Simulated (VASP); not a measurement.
Input of a VASP 6.6.1 run:

File POSCAR:

```
SnTe
1.0
    5.3334740979      0.0000000000      0.0000000000
   -2.6667370489      4.6189240592      0.0000000000
    0.0000000000      0.0000000000      6.3590381971
Sn Te
2 2
Direct
    0.3333333333      0.6666666667      0.2500000000
    0.6666666667      0.3333333333      0.7500000000
    0.6666666667      0.3333333333      0.2500000000
    0.3333333333      0.6666666667      0.7500000000
```

Contents of INCAR.step1:

```
SYSTEM = SnTe
PREC     = Accurate       ! precision mode
ENCUT    = 520            ! plane-wave cutoff, eV
ISMEAR   = 0              ! smearing method
SIGMA    = 0.01           ! smearing width, eV
LREAL    = .FALSE.        ! projectors in reciprocal space
LASPH    = .TRUE.         ! aspherical terms in the spheres
NELM     = 80             ! most SCF steps
NBANDS   = 28             ! bands
GGA      = PE             ! functional
ALGO     = Normal         ! electronic algorithm
EDIFF    = 1E-4           ! SCF threshold, eV
LWAVE    = .TRUE.         ! write WAVECAR
LCHARG   = .FALSE.        ! write CHGCAR
```

INCAR.step2

```
SYSTEM = SnTe
PREC     = Accurate       ! precision mode
ENCUT    = 520            ! plane-wave cutoff, eV
EDIFF    = 1E-6           ! SCF threshold, eV
ISMEAR   = 0              ! smearing method
SIGMA    = 0.01           ! smearing width, eV
LREAL    = .FALSE.        ! projectors in reciprocal space
LASPH    = .TRUE.         ! aspherical terms in the spheres
NELM     = 80             ! most SCF steps
ALGO     = Normal         ! electronic algorithm
ISIF     = 2              ! what is computed and relaxed
LWAVE    = .FALSE.        ! write WAVECAR
LCHARG   = .FALSE.        ! write CHGCAR
METAGGA  = R2SCAN         ! meta-GGA
LMIXTAU  = .TRUE.       
NBANDS   = 28             ! bands
ISTART   = 1
```

KPOINTS

```
regular mesh
0
G
  6 6 4
  0 0 0
```

Potentials or basis: VASP PAW PBE potentials, release 64 (Sn_d, Te).

Run with:

```console
$ cat potpaw_PBE.64/Sn_d/POTCAR potpaw_PBE.64/Te/POTCAR > POTCAR
$ cp INCAR.step1 INCAR
$ mpirun -np 1 vasp_std > vasp.out
$ cp INCAR.step2 INCAR
$ mpirun -np 1 vasp_std > vasp.out
```

**Question.** Predict the pressure.

**Answer.** 1.1 GPa.

**Question.** What does it give for the band gap on the k mesh?

**Answer.** 0.39 eV (least direct gap 0.45 eV).

Caveat: the PAW data sets were made with another functional, which shifts forces and pressure a little; spin-orbit coupling is left out, which moves the levels of the heavy elements. A k mesh can miss the band edges.
